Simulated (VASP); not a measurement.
Write the native input for VASP 6.6.1 that does the following.

| Item | Value |
| --- | --- |
| Task | single point |
| Functional | PBE |
| Potentials or basis | VASP PAW PBE potentials, release 64 (Mg) |
| Cutoff | 520 eV |
| k mesh | 14 × 14 × 8 |
| Occupations | fermi-dirac, width 0.08 eV |
| Spin | no spin polarisation |
| Dipole correction | no |
| Further INCAR settings | ALGO = Normal; EDIFF = 1e-06; NBANDS = 9 |

The structure of Mg lies in POSCAR:

```
Mg
1.0
    3.0667929570      0.0000000000      0.0000000000
   -1.5333964785      2.6559206089      0.0000000000
    0.0000000000      0.0000000000      4.9805493601
Mg
2
Direct
    0.3333333333      0.6666666667      0.2500000000
    0.6666666667      0.3333333333      0.7500000000
```

One way to write it, as run:

INCAR

```
SYSTEM = Mg
PREC = Accurate
ENCUT = 520
EDIFF = 1E-6
ISMEAR = -1
SIGMA = 0.08
LREAL = .False.
LASPH = .True.
NELM = 60
ALGO = Normal
ISIF = 2
LWAVE = .False.
LCHARG = .False.
GGA = PE
NBANDS = 9
```

KPOINTS

```
regular mesh
0
Gamma
  14 14 8
  0 0 0
```

Potentials or basis: VASP PAW PBE potentials, release 64 (Mg).

Launch:

```sh
$ cat potpaw_PBE.64/Mg/POTCAR > POTCAR
$ mpirun -np 1 vasp_std > vasp.out
```

It gave:

```yaml
Pressure: 5.6 GPa
Band_gap_on_the_k_mesh: zero (band 2 reaches 4.10 eV, above the bottom of band 3 at 2.08 eV)
```

It took 12 s on 1 thread of Intel Xeon 6975P-C, with other jobs on the host, peak memory 0.18 GiB.
